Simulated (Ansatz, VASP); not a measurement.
**GaSb in VASP and in Ansatz**

The input INCAR:

```
SYSTEM = GaSb
  ALGO = Normal
  EDIFF = 1E-6
  ENCUT = 520
  GGA = PE
  ISIF = 2
  ISMEAR = 0
  LASPH = .TRUE.
  LCHARG = .FALSE.
  LREAL = .FALSE.
  LWAVE = .FALSE.
  NBANDS = 16
  NELM = 60
  PREC = Accurate
  SIGMA = 0.15
```

File KPOINTS:

```
k-points
0
G
  14 14 14
  0 0 0
```

The input POSCAR:

```
GaSb
1.0
    0.0000000000      2.8226572267      3.0581335067
    3.0581335067      0.0000000000      3.0581335067
    3.0581335067      2.8226572267      0.0000000000
Ga Sb
1 1
Direct
    0.0000000000      0.0000000000      0.0000000000
    0.7500000000      0.7500000000      0.7500000000
```

Input for Ansatz:

```yaml
crystal:
  lattice:
    - [0.0, 2.8226572267, 3.0581335067]
    - [3.0581335067, 0.0, 3.0581335067]
    - [3.0581335067, 2.8226572267, 0.0]
  atoms:
    - { symbol: Ga, position: [0.0, 0.0, 0.0] }
    - { symbol: Sb, position: [0.75, 0.75, 0.75] }
basis:
  ecutwfc: 420
kpoints:
  mp_grid: { grid: [14, 14, 14] }
hamiltonian:
  xc: pbe
  pseudopotentials: { kind: paw, azcp: { folder: soft_1 } }
scf:
  occupations: { method: gaussian, width: 0.15 }
output:
  forces: true
  stress: true
  eigenvalues: true
  write_density: true
  write_potential: true
  elf: true
  volumetric_format: npy
```

Alike in both runs: task single point; functional PBE; k mesh 14 × 14 × 14; occupations gaussian, width 0.15 eV; no spin polarisation.

```csv
,VASP,Ansatz
version,VASP 6.6.1,Ansatz 0.2.0
potentials or method,"VASP PAW PBE potentials, release 64 (Ga_d, Sb), cutoff 520 eV","scalar-relativistic, plane waves, PAW"
valence electrons in the cell,18,28
```

|  | VASP | Ansatz | Ansatz less VASP |
| --- | --- | --- | --- |
| pressure (GPa) | 7.7 | 7.6 | -0.08 |
| traceless stress, the component that is largest in VASP (GPa) | 1.84 | 1.85 | +0.007 |

VASP's potentials hold 18 valence electrons a cell and Ansatz's 28, so a difference there can come from the potentials and not from the codes.

Spin-orbit coupling is off throughout.
